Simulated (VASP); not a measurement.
A run of VASP 6.6.1 is set up as follows.

Contents of INCAR:

```
ALGO = Normal
EDIFF = 1E-6
ENCUT = 520
GGA = PE
ISIF = 2
ISMEAR = 0
LASPH = True
LCHARG = False
LREAL = False
LWAVE = False
NBANDS = 15
NELM = 60
PREC = Accurate
SIGMA = 0.01
```

File KPOINTS:

```
k-points
0
Gamma
  2 2 2
```

POSCAR

```
KBr
1.0
    0.0000000000      3.3024386828      3.3024386828
    3.3024386828      0.0000000000      3.3024386828
    3.3024386828      3.3024386828      0.0000000000
K Br
1 1
Direct
    0.0000000000      0.0000000000      0.0000000000
    0.5000000000      0.5000000000      0.5000000000
```

Potentials or basis: VASP PAW PBE potentials, release 64 (K_sv, Br).

Command:

```console
$ cat potpaw_PBE.64/K_sv/POTCAR potpaw_PBE.64/Br/POTCAR > POTCAR
$ mpirun -np 1 vasp_std > vasp.out
```

(1) Predict the pressure.

(2) What does it give for the band gap on the k mesh?

Results:

(1) 1.3 GPa.

(2) 4.39 eV, direct.

Caveat: the k points lie up to 0.82 Å⁻¹ apart.
